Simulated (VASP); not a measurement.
# Y (P6/mmm) in VASP: notebook, part 2 of 2

VASP 6.6.1.

## Step 4: Relaxation of cell and atoms, PBE

This run uses another cell than the first one, of 33.01 Å³/atom.

INCAR

```
ALGO = Normal
EDIFF = 1E-7
EDIFFG = -0.01
ENCUT = 500
GGA = PE
GGA_COMPAT = False
IBRION = 2
ISIF = 3
ISMEAR = -1
LASPH = True
LCHARG = False
LREAL = False
LWAVE = False
NELM = 120
NELMIN = 4
NSW = 80
PREC = Accurate
SIGMA = 0.1
```

KPOINTS

```
k-points
0
Gamma
  7 7 9
```

POSCAR

```
Y
1.0
    5.7138984743      0.0000000000      0.0000000000
   -2.8569492371      4.9483812334      0.0000000000
    0.0000000000      0.0000000000      3.5026197647
Y
3
Direct
    0.0000000000      0.0000000000      0.0000000000
    0.3333333333      0.6666666667      0.5000000000
    0.6666666667      0.3333333333      0.5000000000
```

Potentials or basis: VASP PAW PBE potentials, release 64 (Y_sv).

Launch:

```sh
$ cat potpaw_PBE.64/Y_sv/POTCAR > POTCAR
$ mpirun -np 1 vasp_std > vasp.out
```

OUTCAR:

```text
EDIFF = 1E-7
   EDIFFG = -0.01
   ENCUT = 500
   GGA = PE
   IBRION = 2
   ISIF = 3
   ISMEAR = -1
   LASPH = True
   LREAL = False
   NELM = 120
   NELMIN = 4
   NSW = 80
   PREC = Accurate

 ion  position               nearest neighbor table
   1  0.000  0.000  0.000-   2 3.73   3 3.73   2 3.73   3 3.73   2 3.73   2 3.73   3 3.73   3 3.73
                             3 3.73   3 3.73   2 3.73   2 3.73
   2  0.333  0.667  0.500-   3 3.30   3 3.30   3 3.30   1 3.73   1 3.73   1 3.73   1 3.73   1 3.73
                             1 3.73
   3  0.667  0.333  0.500-   2 3.30   2 3.30   2 3.30   1 3.73   1 3.73   1 3.73   1 3.73   1 3.73
                             1 3.73

  LATTYP: Found a hexagonal cell.
 ALAT       =     5.7138984743
 C/A-ratio  =     0.6130000000

  Lattice vectors:
[... 329 lines left out ...]

 number of electron      33.0000000 magnetization

 Free energy of the ion-electron system (eV)
  ---------------------------------------------------
  ext. energy  EPLUGINS =         0.00000000
  ---------------------------------------------------
  free energy    TOTEN  =       -19.20587709 eV

  energy without entropy =      -19.01854451  energy(sigma->0) =      -19.11221080

 E-fermi :   3.0100     XC(G=0):  -9.4677

 val. band max:        3.0027896303   @ k =   0.1429   0.1429   0.3333
 cond. band min:       3.0278107532   @ k =   0.2857   0.0000   0.2222
 fundamental gap:      0.0250211229
 Fermi energy:         3.0100252958

 k-point     1 :       0.0000    0.0000    0.0000
  band No.  band energies     occupation
      1     -39.6623      2.00000
      2     -39.5534      2.00000
      3     -39.5519      2.00000
      4     -19.8537      2.00000
      5     -19.8537      2.00000
      6     -19.6454      2.00000
[... 541 lines left out ...]
     19       3.9108      0.00024
     20       3.9472      0.00017

 [... further k-points ...]
[... 5 lines left out ...]
  --------------------------------------------------------------------------------------
  -------------------------------------------------------------------------------------
  Total        0.0019430      0.0019430     -0.0028532      0.0000000      0.0000000      0.0000000
  in kB        0.0319606      0.0319606     -0.0469322      0.0000000      0.0000000      0.0000000
  external PRESSURE =       0.0056630 kB  Pullay stress =       0.0000000 kB
[... 18 lines left out ...]
  FREE ENERGIE OF THE ION-ELECTRON SYSTEM (eV)
  ---------------------------------------------------
  free  energy   TOTEN  =       -19.2058770917 eV

  energy  without entropy=      -19.0185445109  energy(sigma->0) =      -19.11221080

 reached required accuracy - stopping structural energy minimisation
```

OSZICAR:

```text
N       E                     dE             d eps       ncg     rms          rms(c)
DAV:   1     0.155908218585E+03    0.15591E+03   -0.16196E+04  1600   0.151E+03
DAV:   2    -0.331825358359E+01   -0.15923E+03   -0.15514E+03  1764   0.336E+02
[... 57 lines left out ...]
DAV:   4    -0.192058737174E+02   -0.16412E-04   -0.13102E-04  2368   0.612E-02    0.439E-02
DAV:   5    -0.192058762742E+02   -0.25568E-05   -0.33738E-05  2444   0.277E-02    0.250E-02
DAV:   6    -0.192058776653E+02   -0.13911E-05   -0.15710E-05  2576   0.179E-02    0.887E-03
DAV:   7    -0.192058772575E+02    0.40777E-06   -0.83971E-07  2072   0.594E-03    0.330E-03
DAV:   8    -0.192058770155E+02    0.24198E-06   -0.77406E-08  1096   0.242E-03    0.138E-03
DAV:   9    -0.192058770917E+02   -0.76183E-07   -0.97281E-08  1248   0.201E-03
   5 F= -.19205877E+02 E0= -.19112211E+02  d E =-.744561E-03
```

Wall time 7.3 min (1 thread of Intel Xeon Platinum 8175M at 2.50GHz (Skylake/Cascade Lake), shared host); peak memory 0.26 GiB.

Results:

```yaml
Free_energy: -19.2059 eV
Relaxed_volume: 32.47 Å³/atom
Relaxed_cell: a = 5.648 Å, b = 5.648 Å, c = 3.526 Å, α = 90.00°, β = 90.00°, γ = 120.00°
Space_group_after_relaxing_to_0.1_Å: P6/mmm (No. 191)
Energy_gained_by_relaxing: 2.5 meV/atom
Ionic_steps: 5
Pressure_after_relaxing: 0.0 GPa
Band_gap_on_the_k_mesh: zero (an odd number of electrons rules out a gap without spin polarisation)
```

Step by step:
```tsv
step	energy change (eV)	largest force (eV/Å)	pressure (GPa)	volume (Å³)
1	0.0000	0.0000	-0.67	99.03
2	-0.0068	0.0000	0.12	97.08
3	-0.0069	0.0000	0.15	97.01
4	-0.0075	0.0000	0.05	97.27
5	-0.0076	0.0000	0.00	97.40
```

Final structure:
```
Y
1.0
     5.64754    0.00000    0.00000
    -2.82377    4.89092    0.00000
     0.00000    0.00000    3.52631
Y
3
Direct
  0.00000 0.00000 0.00000
  0.33333 0.66667 0.50000
  0.66667 0.33333 0.50000
```

## Step 5: The runs side by side

```csv
task,spin,cell,k mesh,cutoff (eV),smearing,gap on the mesh (eV),pressure (GPa),moment (μB)
single point,collinear,"a = 5.788, b = 5.788, c = 3.625 Å, angles 90.0, 90.0, 120.0°, 3 atoms",7 × 7 × 10,520,fermi-dirac 0.05 eV,none,-2.7,0.01
single point,collinear,"a = 5.858, b = 5.858, c = 3.669 Å, angles 90.0, 90.0, 120.0°, 3 atoms",7 × 7 × 10,520,fermi-dirac 0.05 eV,none,-3.8,0.00
relaxation of cell and atoms,off,"relaxed from a = 5.714, b = 5.714, c = 3.503 Å, angles 90.0, 90.0, 120.0°, 3 atoms",7 × 7 × 9,500,fermi-dirac 0.1 eV,none,0.0,-
```

Alike in all rows: level PBE; potentials or basis VASP PAW PBE potentials, release 64 (Y_sv).

Caveats: the cell stands under tension (at least some runs).

Absolute energies hang on the potentials; compare differences alone.

The gap in the log of VASP goes by the Fermi energy; the results here count the filled bands.